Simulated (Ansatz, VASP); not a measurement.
# TaS2 in VASP and in Ansatz

INCAR

```
SYSTEM = TaS2
  PREC = Accurate
  ENCUT = 500
  EDIFF = 1E-6
  ISMEAR = -1
  SIGMA = 0.03
  LREAL = .False.
  LASPH = .True.
  NELM = 120
  ALGO = Normal
  ISIF = 2
  LWAVE = .False.
  LCHARG = .False.
  GGA = CA
  NBANDS = 18
  GGA_COMPAT = .False.
```

Contents of KPOINTS:

```
Automatic mesh
0
Gamma
  9 9 5
  0 0 0
```

POSCAR

```
TaS2
1.0
    3.3500021206      0.0000000000      0.0000000000
   -1.6750010603      2.9011869392      0.0000000000
    0.0000000000      0.0000000000      6.0358000000
Ta S
1 2
Direct
    0.0000000000      0.0000000000      0.0000000000
    0.3333333333      0.6666666667      0.2500000000
    0.6666666667      0.3333333333      0.7500000000
```

Input for Ansatz:

```yaml
crystal:
  lattice:
    - [3.3500021206, 0.0, 0.0]
    - [-1.6750010603, 2.9011869392, 0.0]
    - [0.0, 0.0, 6.0358]
  atoms:
    - { symbol: Ta, position: [0.0, 0.0, 0.0] }
    - { symbol: S, position: [0.3333333333, 0.6666666667, 0.25] }
    - { symbol: S, position: [0.6666666667, 0.3333333333, 0.75] }
kpoints:
  mp_grid: { grid: [9, 9, 5] }
  band_path:
    path:
      - [0.0, 0.0, 0.0]
      - [0.5, 0.0, 0.0]
      - [0.3333333333, 0.3333333333, 0.0]
      - [0.0, 0.0, 0.0]
      - [0.0, 0.0, 0.5]
      - [0.5, 0.0, 0.5]
      - [0.3333333333, 0.3333333333, 0.5]
      - [0.0, 0.0, 0.5]
      - [0.5, 0.0, 0.5]
    npoints: 5
scf:
  occupations: { method: fermi_dirac, width: 0.03 }
hamiltonian:
  xc: lda
  pseudopotentials: { kind: all_electron, lapw: { basis_error: 0.001 } }
output:
  forces: true
  stress: true
  eigenvalues: true
```

Change from the starting cell: zz strain of +3 %.

Alike in both runs: task single point; functional LDA; k mesh 9 × 9 × 5; occupations fermi-dirac, width 0.03 eV; no spin polarisation.

|  | VASP | Ansatz |
| --- | --- | --- |
| version | VASP 6.6.1 | Ansatz 0.2.0 |
| potentials or method | VASP PAW LDA potentials, release 64 (Ta_pv, S), cutoff 500 eV | all-electron LAPW, scalar-relativistic |

|  | VASP | Ansatz | Ansatz less VASP |
| --- | --- | --- | --- |
| pressure (GPa) | -2.4 | -2.6 | -0.26 |
| traceless stress, the component that is largest in VASP (GPa) | 1.51 | 1.47 | -0.040 |
| rms of the force components (eV/Å) | 0.065 | 0.043 | -0.0217 |

LDA's correlation is that of Perdew and Zunger in VASP and of Perdew and Wang (1992) in Ansatz. Atom by atom the forces differ by 0.022 eV/Å (rms over components). Ansatz ran all-electron here, and VASP with PAW potentials.

Neither program's run includes spin-orbit coupling.
